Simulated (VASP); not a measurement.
## BN: electric field gradients with PBE

The system is BN.

```
B N
1.0
     0.00000    1.80750    1.75327
     1.80750    0.00000    1.75327
     1.80750    1.80750    0.00000
B N
1 1
Direct
  0.00000 0.00000 0.00000
  0.75000 0.75000 0.75000
```

This cell differs from its parent crystal: zz strain of -3 %.

| Quantity | Value |
| --- | --- |
| Program | VASP 6.6.1 |
| Task | electric field gradients |
| Functional | PBE |
| Potentials or basis | VASP PAW PBE potentials, release 64 (B, N) |
| Cutoff | 520 eV |
| k mesh | 13 × 13 × 13 |
| Occupations | fermi-dirac, width 0.03 eV |
| Spin | no spin polarisation |
| Dipole correction | no |
| Further INCAR settings | ALGO = Normal; EDIFF = 1e-08; NBANDS = 11 |

| Quantity | Value |
| --- | --- |
| Pressure | 15.7 GPa |
| Band gap on the k mesh | 4.03 eV, indirect (least direct gap 8.63 eV) |

Stress tensor (GPa, compression positive):
```
 9.54  0.00  0.00
 0.00  9.54  0.00
 0.00  0.00 27.97
```

Levels at points of the mesh, in eV from the valence-band top:
| k point | band 1 | band 2 | band 3 | band 4 | band 5 | band 6 | band 7 | band 8 |
| --- | --- | --- | --- | --- | --- | --- | --- | --- |
| (0.00, 0.00, 0.00) | -20.78 | -0.29 | -0.29 | 0.00 | 8.63 | 8.85 | 8.85 | 10.65 |

Electric field gradients, principal values (V/Å²):
| atom | least | middle | greatest (by size) |
| --- | --- | --- | --- |
| 1 B | -0.552 | -0.552 | 1.104 |
| 2 N | 2.402 | 2.402 | -4.804 |

Wall time 11 s on 1 thread of Intel(R) Xeon(R) 6975P-C (Granite Rapids) (shared host), peak memory 0.13 GiB.

Caveat: the cell differs from its parent crystal (zz strain of -3 %); without QUAD_EFG the Cq values of the log hold for a quadrupole moment of 1 mb, not for the nuclei. A k mesh can miss the band edges.
